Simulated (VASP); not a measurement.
The system is SrB3Pd2.

```
CELL_PARAMETERS angstrom
2.60462 -4.24107 0.00000
2.60462 4.24107 0.00000
0.00000 0.00000 3.90979
ATOMIC_POSITIONS crystal
Sr 0.50000 0.50000 0.00000
B 0.15586 0.84414 0.00000
B 0.84414 0.15586 0.00000
B 0.00000 0.00000 0.50000
Pd 0.00000 0.50000 0.50000
Pd 0.50000 0.00000 0.50000
```

The cell was generated, and may not be a known phase.

| Quantity | Value |
| --- | --- |
| Program | VASP 6.6.1 |
| Task | relaxation of cell and atoms |
| Functional | PBE |
| Potentials or basis | VASP PAW PBE potentials, release 64 (Sr_sv, B, Pd) |
| Cutoff | 600 eV |
| k mesh | 4 × 4 × 4 |
| Occupations | gaussian, width 0.2 eV |
| Spin | no spin polarisation |

At the start: pressure -11.3 GPa; volume 14.40 Å³/atom.

**Question.** Where does the relaxation end?

**Answer.** Over 18 steps the energy falls by 541.8 meV/atom and the volume is 12.63 Å³/atom (-12.3 %); space group Cmmm (No. 65, to 0.1 Å) before and after.

The path:
| step | energy change (eV) | largest force (eV/Å) | pressure (GPa) | volume (Å³) |
| --- | --- | --- | --- | --- |
| 1 | 0.0000 | 0.8645 | -11.32 | 86.38 |
| 2 | -1.3397 | 2.0643 | 4.92 | 73.98 |
| 3 | -1.4070 | 2.4015 | 11.45 | 71.30 |
| 4 | -2.3216 | 2.4984 | 10.48 | 71.03 |
| 5 | -1.6780 | 1.7295 | 28.54 | 68.37 |
| 6 | -2.7074 | 1.9927 | 12.43 | 70.47 |
| 7 | -2.7281 | 1.4995 | 14.53 | 70.09 |
| 8 | -3.1141 | 0.4617 | -4.42 | 79.06 |
| 9 | -3.1302 | 0.6180 | -1.83 | 77.38 |
| 10 | -3.1881 | 0.1572 | -0.56 | 76.65 |
| 11 | -3.2061 | 0.3084 | 0.70 | 76.02 |
| 12 | -3.2333 | 0.1311 | -0.34 | 76.23 |
| 13 | -3.2399 | 0.0048 | -1.04 | 76.37 |
| 14 | -3.2468 | 0.0451 | 0.52 | 75.48 |
| 15 | -3.2468 | 0.0490 | 0.65 | 75.41 |
| 16 | -3.2498 | 0.0842 | 0.19 | 75.65 |
| 17 | -3.2503 | 0.1061 | -0.11 | 75.81 |
| 18 | -3.2511 | 0.0070 | 0.06 | 75.78 |

Final structure:
```
CELL_PARAMETERS angstrom
2.90657 -4.24359 0.00000
2.90657 4.24359 0.00000
0.00000 0.00000 3.07187
ATOMIC_POSITIONS crystal
Sr 0.50000 0.50000 0.00000
B 0.10636 0.89364 0.00000
B 0.89364 0.10636 0.00000
B 0.00000 0.00000 0.50000
Pd 0.00000 0.50000 0.50000
Pd 0.50000 0.00000 0.50000
```

Caveat: the k points lie up to 0.51 Å⁻¹ apart in the final cell, too coarse for converged energies and pressures of a metal; a cell axis changed by over 15 % at a fixed basis, so the end point is rough; an odd number of electrons without spin polarisation forces a metal; a magnetic or distorted state may lie lower.
